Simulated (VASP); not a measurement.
# CdTe: single point with BLYP

Crystal: CdTe.

```xyz
2
Lattice="0.0000 3.3815 3.3815 3.3815 0.0000 3.3815 3.3815 3.3815 0.0000" Properties=species:S:1:pos:R:3 pbc="T T T"
Cd    0.0000    0.0000    0.0000
Te    1.6907    1.6907    1.6907
```

* Program: VASP 6.6.1
* Task: single point
* Functional: BLYP
* Potentials or basis: VASP PAW PBE potentials, release 64 (Cd, Te)
* Cutoff: 520 eV
* k mesh: 6 × 6 × 6
* Occupations: gaussian, width 0.05 eV
* Spin: no spin polarisation

The pressure is 0.2 GPa and the band gap on the k mesh is 0.31 eV, direct.

Levels at points of the mesh, in eV from the valence-band top:
```
           k point  band 5  band 6  band 7  band 8  band 9  band 10  band 11  band 12  band 13  band 14
(0.00, 0.00, 0.00)   -7.82   -7.82    0.00    0.00    0.00     0.31     4.66     4.66     4.66     7.38
(0.50, 0.00, 0.00)   -7.81   -7.56   -3.76   -0.60   -0.60     1.64     5.23     5.23     6.93     8.35
(0.50, 0.50, 0.00)   -7.80   -7.46   -3.75   -1.46   -1.46     2.62     2.93     8.25     8.43     8.43
```

It took 56 s on 1 thread of Intel Xeon 8259CL (shared host), peak memory 0.21 GiB.

Caveat: the PAW data sets were made with another functional, which shifts forces and pressure a little; spin-orbit coupling is left out, which moves the levels of the heavy elements.
